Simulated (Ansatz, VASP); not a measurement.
**Two plane-wave programs on Mo**

```
Mo
1.0
     2.89846    0.00000    0.00000
    -1.44923    2.51014    0.00000
     0.00000    0.00000    9.34812
Mo
4
Direct
  0.00000 0.00000 0.00000
  0.00000 0.00000 0.50000
  0.33333 0.66667 0.75000
  0.66667 0.33333 0.25000
```

Alike in both runs: task single point; functional PBE; k mesh 9 × 9 × 2; occupations gaussian, width 0.1 eV; no spin polarisation.

```csv
,VASP,Ansatz
version,VASP 6.6.1,Ansatz 0.2.0
potentials or method,"VASP PAW PBE potentials, release 64 (Mo_sv), cutoff 520 eV","scalar-relativistic, plane waves, PAW"
valence electrons in the cell,56,56
```

```tsv
	VASP	Ansatz	Ansatz less VASP
gap on the k mesh at the Fermi level (eV)	none	none	-
pressure (GPa)	-12.7	-13.1	-0.35
traceless stress, the component that is largest in VASP (GPa)	2.09	2.09	+0.002
```

A gap of «none» marks a metal or a gap that the smearing closes. With one functional, cell and mesh, what is left measures potentials, basis and numerics.
